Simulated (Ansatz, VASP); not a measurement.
One calculation of GaN, two programs

File INCAR:

```
SYSTEM = GaN
PREC = Accurate ; ENCUT = 520
EDIFF = 1E-6 ; ISMEAR = 0
SIGMA = 0.05 ; LREAL = .False.
LASPH = .True. ; NELM = 80
ALGO = Normal ; ISIF = 2
LWAVE = .False. ; LCHARG = .True.
GGA = RE ; IVDW = 13
LELF = .True. ; LVHAR = .True.
NBANDS = 16
```

File KPOINTS:

```
Automatic mesh
0
Gamma
  10 10 10
  0 0 0
```

File POSCAR:

```
GaN
1.0
    0.0000000000      2.0693911641      2.0693911641
    2.0693911641      0.0000000000      2.0693911641
    2.0693911641      2.0693911641      0.0000000000
Ga N
1 1
Direct
    0.5000000000      0.5000000000      0.5000000000
    0.0000000000      0.0000000000      0.0000000000
```

Input for Ansatz:

```yaml
crystal:
  lattice:
    - [0.0, 2.0693911641, 2.0693911641]
    - [2.0693911641, 0.0, 2.0693911641]
    - [2.0693911641, 2.0693911641, 0.0]
  atoms:
    - { symbol: Ga, position: [0.5, 0.5, 0.5] }
    - { symbol: "N", position: [0.0, 0.0, 0.0] }
basis:
  ecutwfc: 420
  ecutrho_ratio: 4
kpoints:
  mp_grid: { grid: [10, 10, 10] }
hamiltonian:
  xc: revpbe
  dispersion: d4
scf:
  occupations: { method: gaussian, width: 0.05 }
output:
  forces: true
  stress: true
  eigenvalues: true
```

Alike in both runs: task single point; functional revPBE; dispersion D4; k mesh 10 × 10 × 10; occupations gaussian, width 0.05 eV; no spin polarisation.

```csv
,VASP,Ansatz
version,VASP 6.6.1,Ansatz 0.2.0
potentials or method,"VASP PAW PBE potentials, release 64 (Ga_d, N), cutoff 520 eV","scalar-relativistic, plane waves, PAW"
valence electrons in the cell,18,18
```

```tsv
	VASP	Ansatz	Ansatz less VASP
gap on the k mesh at the Fermi level (eV)	1.10	1.11	+0.013
least direct gap on the mesh (eV)	3.58	3.57	-0.011
pressure (GPa)	11.5	10.5	-0.97
```

VASP's potentials were made for PBE, not for revPBE.
